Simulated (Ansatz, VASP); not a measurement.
## CdInC4N4: VASP beside Ansatz

File INCAR:

```
ALGO = Normal
EDIFF = 1E-6
ENCUT = 520
GGA = PE
ISIF = 2
ISMEAR = 0
ISPIN = 2
LASPH = True
LCHARG = False
LORBIT = 11
LREAL = False
LWAVE = False
MAGMOM = 0 0 1 1 1 1 1 1 1 1
NBANDS = 46
NELM = 150
PREC = Accurate
SIGMA = 0.1
```

File KPOINTS:

```
k-points
0
Gamma
  4 4 4
```

File POSCAR:

```
CdInC4N4
1.0
    6.3810167820      0.0000000000      0.0000000000
    0.0000000000      6.3810167820      0.0000000000
    0.0000000000      0.0000000000      6.3810167820
Cd In C N
1 1 4 4
Direct
    0.5000000000      0.5000000000      0.5000000000
    0.0000000000      0.0000000000      0.0000000000
    0.1960776997      0.1960776997      0.1960776997
    0.1960776997      0.8039223003      0.8039223003
    0.8039223003      0.1960776997      0.8039223003
    0.8039223003      0.8039223003      0.1960776997
    0.3021009543      0.3021009543      0.3021009543
    0.3021009543      0.6978990457      0.6978990457
    0.6978990457      0.3021009543      0.6978990457
    0.6978990457      0.6978990457      0.3021009543
```

Input for Ansatz:

```yaml
crystal:
  lattice:
    - [6.381016782, 0.0, 0.0]
    - [0.0, 6.381016782, 0.0]
    - [0.0, 0.0, 6.381016782]
  atoms:
    - { symbol: Cd, position: [0.5, 0.5, 0.5] }
    - { symbol: In, position: [0.0, 0.0, 0.0] }
    - { symbol: C, position: [0.1960776997, 0.1960776997, 0.1960776997], spin: 1.0 }
    - { symbol: C, position: [0.1960776997, 0.8039223003, 0.8039223003], spin: 1.0 }
    - { symbol: C, position: [0.8039223003, 0.1960776997, 0.8039223003], spin: 1.0 }
    - { symbol: C, position: [0.8039223003, 0.8039223003, 0.1960776997], spin: 1.0 }
    - { symbol: "N", position: [0.3021009543, 0.3021009543, 0.3021009543], spin: 1.0 }
    - { symbol: "N", position: [0.3021009543, 0.6978990457, 0.6978990457], spin: 1.0 }
    - { symbol: "N", position: [0.6978990457, 0.3021009543, 0.6978990457], spin: 1.0 }
    - { symbol: "N", position: [0.6978990457, 0.6978990457, 0.3021009543], spin: 1.0 }
basis:
  ecutwfc: 420
kpoints:
  mp_grid: { grid: [4, 4, 4] }
hamiltonian:
  xc: pbe
scf:
  occupations: { method: gaussian, width: 0.1 }
  lower_state_search: "off"
output:
  forces: true
  stress: true
  eigenvalues: true
  populations: true
magnetization:
  spin_polarized: true
```

Alike in both runs: task single point; functional PBE; k mesh 4 × 4 × 4; occupations gaussian, width 0.1 eV; collinear spin.

|  | VASP | Ansatz |
| --- | --- | --- |
| version | VASP 6.6.1 | Ansatz 0.2.0 |
| potentials or method | VASP PAW PBE potentials, release 64 (Cd, In_d, C, N), cutoff 520 eV | scalar-relativistic, plane waves, PAW |
| valence electrons in the cell | 61 | 69 |

VASP gave:

```
gap on the k mesh at the Fermi level (eV)                     : none
pressure (GPa)                                                : 0.5
rms of the force components (eV/Å)                            : 0.174
net moment per atom (μB)                                      : 0.09
size of the moment on the site where the two differ most (μB) : 0.06
```

Problem. What did Ansatz give for the same quantities?

Solution. gap on the k mesh at the Fermi level (eV): none; pressure (GPa): 0.1; rms of the force components (eV/Å): 0.005; net moment per atom (μB): 0.09; size of the moment on the site where the two differ most (μB): 0.02.

Site moments also hang on the region over which each program counts them. Atom by atom the forces differ by 0.179 eV/Å (rms over components). A gap of «none» marks a metal or a gap that the smearing closes. One of these differences is far larger than is usual between the two programs; its cause wasn't traced. With one functional, cell and mesh, what is left measures potentials, basis and numerics. VASP's potentials hold 61 valence electrons a cell and Ansatz's 69, so a difference there can come from the potentials and not from the codes.

Noted on VASP's run: the standard files for N, O and F lose accuracy on very short bonds.
